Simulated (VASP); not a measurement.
The system is Bi2Mo.

```
Bi Mo
1.0
     0.00000    3.35659    3.35659
     3.35659    0.00000    3.35659
     3.35659    3.35659    0.00000
Bi Mo
2 1
Direct
  0.75000 0.75000 0.75000
  0.25000 0.25000 0.25000
  0.00000 0.00000 0.00000
```

| Quantity | Value |
| --- | --- |
| Program | VASP 6.6.1 |
| Task | relaxation of cell and atoms |
| Functional | PBE |
| Potentials or basis | VASP PAW PBE potentials, release 64 (Bi_d, Mo_sv) |
| Cutoff | 600 eV |
| k mesh | 4 × 4 × 4 |
| Occupations | gaussian, width 0.1 eV |
| Spin | no spin polarisation |

At the start: pressure 5.1 GPa; volume 25.21 Å³/atom.

Question: How do energy, volume and symmetry change on relaxing?

Answer: Over 3 steps the energy falls by 24.9 meV/atom and the volume is 26.86 Å³/atom (+6.5 %); space group Fm-3m (No. 225, to 0.05 Å).

The path:
```tsv
step	energy change (eV)	largest force (eV/Å)	pressure (GPa)	volume (Å³)
1	0.0000	0.0000	5.14	75.64
2	-0.0280	0.0000	-3.36	84.84
3	-0.0746	0.0000	-0.01	80.58
```

Final structure:
```
CELL_PARAMETERS angstrom
0.00000 3.42825 3.42825
3.42825 0.00000 3.42825
3.42825 3.42825 0.00000
ATOMIC_POSITIONS crystal
Bi 0.75000 0.75000 0.75000
Bi 0.25000 0.25000 0.25000
Mo 0.00000 0.00000 0.00000
```

Caveat: the k points lie up to 0.40 Å⁻¹ apart in the final cell.
